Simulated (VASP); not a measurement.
# FeO: single point with PBE+U

Crystal: FeO.

```
CELL_PARAMETERS angstrom
1.63237 0.94245 2.57327
-1.63237 0.94245 2.57327
0.00000 -1.88489 2.57327
ATOMIC_POSITIONS crystal
Fe 0.00000 0.00000 0.00000
O 0.50000 0.50000 0.50000
```

```json
{"Program": "VASP 6.6.1", "Task": "single point", "Functional": "PBE", "Potentials or basis": "VASP PAW PBE potentials, release 64 (Fe_sv, O)", "Cutoff": "700 eV", "k mesh": "12 × 12 × 12", "Occupations": "gaussian, width 0.02 eV", "Spin": "collinear spin, ferromagnetic start", "Starting moments": "[3.9, 0.17] μB", "Hubbard terms": "Fe d U = 5.3 eV", "Dipole correction": "no", "Further INCAR settings": "ALGO = Normal; EDIFF = 1e-06; NBANDS = 22"}
```

```json
{"Pressure": "-19.2 GPa", "Band gap on the k mesh": "zero (filled and empty bands overlap)", "Net moment": "4.02 μB per cell", "Site moments": "Fe +3.69; O +0.17 μB", "Valence electrons inside the program's atomic spheres": "Fe 13.57; O 4.94"}
```

Stress tensor (GPa, compression positive):
```
-19.99   0.00   0.00
  0.00 -19.99   0.00
  0.00   0.00 -17.49
```

Levels at points of the mesh, in eV from the Fermi level:
Spin up:
```
           k point  band 11  band 12  band 13  band 14  band 15  band 16
(0.00, 0.00, 0.00)    -3.47    -3.47    -3.29    -1.13    14.19    14.55
(0.50, 0.00, 0.00)    -4.63    -1.99    -1.96     3.26     6.45    10.84
(0.50, 0.50, 0.00)    -5.39    -4.52    -4.31     3.58     7.35     9.00
(0.50, 0.50, 0.50)    -4.86    -1.98    -1.98     3.01     6.92    10.43
```
Spin down:
```tsv
k point	band 5	band 6	band 7	band 8	band 9	band 10	band 11	band 12	band 13	band 14
(0.00, 0.00, 0.00)	-19.35	-3.18	-3.18	-2.98	-0.77	-0.77	-0.47	1.46	1.97	1.97
(0.50, 0.00, 0.00)	-18.54	-7.18	-4.42	-4.10	0.26	0.33	2.31	3.61	3.69	3.71
(0.50, 0.50, 0.00)	-18.45	-6.22	-4.23	-4.00	-1.44	0.43	2.03	2.49	2.53	5.03
(0.50, 0.50, 0.50)	-18.47	-6.94	-4.37	-4.37	0.19	0.19	2.29	3.41	3.78	3.78
```

Eigenvalues of the final occupation matrices:
```csv
site,spin,trace,eigenvalues
site 1 d,1,4.59,0.91 0.91 0.91 0.93 0.93
site 1 d,2,0.92,0.03 0.05 0.05 0.40 0.40
```

Wall time 3 min on 1 thread of Intel(R) Xeon(R) 6975P-C (Granite Rapids), with other jobs on the host, peak memory 0.34 GiB.

Caveat: the cell stands under tension; a cell with one magnetic atom can't hold antiferromagnetic order, which such compounds often take. The state reached can hang on the start; a lower one may exist.
